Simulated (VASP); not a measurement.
Write the native input for VASP 6.6.1 that does the following.

```yaml
Task: single point
Functional: PBE
Potentials_or_basis: VASP PAW PBE potentials, release 64 (Mg, Be, S)
Cutoff: 600 eV
k_mesh: 3 × 3 × 3
Occupations: gaussian, width 0.15 eV
Spin: no spin polarisation
Dipole_correction: no
Further_INCAR_settings: ALGO = Normal; EDIFF = 1e-06; NBANDS = 21
```

The structure of Mg2BeS3 lies in POSCAR:

```
Mg2BeS3
1.0
   -2.3474481676      2.3474481676      5.4202921107
    2.3474481676     -2.3474481676      5.4202921107
    2.3474481676      2.3474481676     -5.4202921107
Mg Be S
2 1 3
Direct
    0.7500000000      0.2500000000      0.5000000000
    0.2500000000      0.7500000000      0.5000000000
    0.5000000000      0.5000000000      0.0000000000
    0.6782467366      0.6782467366      0.0000000000
    0.3217532634      0.3217532634      0.0000000000
    0.0000000000      0.0000000000      0.0000000000
```

The cell was built from a structure type or drawn by symmetry, and may not be a known phase.

These files were run (other wordings do the same):

INCAR

```
SYSTEM = Mg2BeS3
PREC = Accurate
ENCUT = 600
EDIFF = 1E-6
ISMEAR = 0
SIGMA = 0.15
LREAL = .FALSE.
LASPH = .TRUE.
NELM = 120
ALGO = Normal
ISIF = 2
LWAVE = .FALSE.
LCHARG = .TRUE.
GGA = PE
LELF = .TRUE.
LVHAR = .TRUE.
NBANDS = 21
GGA_COMPAT = .FALSE.
```

KPOINTS

```
Automatic mesh
0
G
  3 3 3
  0 0 0
```

Potentials or basis: VASP PAW PBE potentials, release 64 (Mg, Be, S).

The run is started by

```sh
$ cat potpaw_PBE.64/Mg/POTCAR potpaw_PBE.64/Be/POTCAR potpaw_PBE.64/S/POTCAR > POTCAR
$ mpirun -np 1 vasp_std > vasp.out
```

It gave:

* Pressure: -0.2 GPa
* Largest force: 0.066 eV/Å
* Band gap on the k mesh: 1.43 eV (least direct gap 1.46 eV)

Caveat: the k points lie up to 0.49 Å⁻¹ apart; an odd mesh through Γ misses points on the zone boundary, where band edges can lie.

It took 45 s on 1 thread of Intel(R) Xeon(R) Platinum 8488C (Sapphire Rapids), with other jobs on the host, peak memory 0.38 GiB.
